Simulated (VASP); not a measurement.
Runs of VASP 6.6.1 on Y2Lu3F. The structure is that of space group P6/mmm (No. 191), or close to it. The cells are those of the table. The cell was generated, and may not be a known phase.

```csv
task,cell,k mesh,cutoff (eV),gap on the mesh (eV),pressure (GPa)
single point,"a = 6.020, b = 6.020, c = 3.996 Å, angles 90.0, 90.0, 120.0°, 6 atoms",3 × 3 × 4,520,none,(a)
single point,"a = 6.246, b = 6.246, c = 6.040 Å, angles 90.0, 90.0, 120.0°, 6 atoms",6 × 6 × 6,520,none,0.0
single point,"a = 6.228, b = 6.228, c = 5.992 Å, angles 90.0, 90.0, 120.0°, 6 atoms",3 × 3 × 4,520,none,0.2
relaxation of cell and atoms,"relaxed from a = 6.020, b = 6.020, c = 3.996 Å, angles 90.0, 90.0, 120.0°, 6 atoms",3 × 3 × 4,600,none,0.0
```

Alike in all rows: level PBE; potentials or basis VASP PAW PBE potentials, release 64 (Y_sv, Lu, F); no spin polarisation; smearing gaussian 0.1 eV.

Question: Estimate the missing entries.

Answer: (a) 32.0.

Caveats: some runs use coarse meshes; spin-orbit coupling is left out, which moves the levels of the heavy elements.

A k mesh can miss the band edges, and the runs leave out spin-orbit coupling on Lu, Y.

A gap of «none» marks levels without a gap at the run's occupations.
